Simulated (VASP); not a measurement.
Write the native input for VASP 6.6.1 that does the following.

```yaml
Task: single point
Functional: revPBE
Potentials_or_basis: VASP PAW PBE potentials, release 64 (Zn, S)
Cutoff: 520 eV
k_mesh: 8 × 8 × 8
Occupations: gaussian, width 0.05 eV
Spin: no spin polarisation
Dipole_correction: no
Further_INCAR_settings: ALGO = Normal; EDIFF = 1e-06; NBANDS = 16
```

The structure of ZnS lies in POSCAR:

```
ZnS
1.0
    0.0000000000      2.7093766412      2.7093766412
    2.7093766412      0.0000000000      2.7093766412
    2.7093766412      2.7093766412      0.0000000000
Zn S
1 1
Direct
    0.0000000000      0.0000000000      0.0000000000
    0.7500000000      0.7500000000      0.7500000000
```

This cell differs from its parent crystal: volume scaled by 0.96.

The input as run:

INCAR

```
PREC     = Accurate       # precision mode
ENCUT    = 520            # plane-wave cutoff, eV
EDIFF    = 1E-6           # SCF threshold, eV
ISMEAR   = 0              # smearing method
SIGMA    = 0.05           # smearing width, eV
LREAL    = False          # projectors in reciprocal space
LASPH    = True           # aspherical terms in the spheres
NELM     = 80             # most SCF steps
ALGO     = Normal         # electronic algorithm
ISIF     = 2              # what is computed and relaxed
LWAVE    = False          # write WAVECAR
LCHARG   = False          # write CHGCAR
GGA      = RE             # functional
NBANDS   = 16             # bands
```

KPOINTS

```
regular mesh
0
Gamma
  8 8 8
```

Potentials or basis: VASP PAW PBE potentials, release 64 (Zn, S).

The run is started by

```sh
$ cat potpaw_PBE.64/Zn/POTCAR potpaw_PBE.64/S/POTCAR > POTCAR
$ mpirun -np 1 vasp_std > vasp.out
```

Results of the run:

| Quantity | Value |
| --- | --- |
| Pressure | 3.0 GPa |
| Band gap on the k mesh | 2.20 eV, direct |

Caveat: the PAW data sets were made with another functional, which shifts forces and pressure a little.

Run time: 14 s on 1 thread of Intel(R) Xeon(R) Platinum 8488C (Sapphire Rapids), on a shared host, peak memory 0.16 GiB.
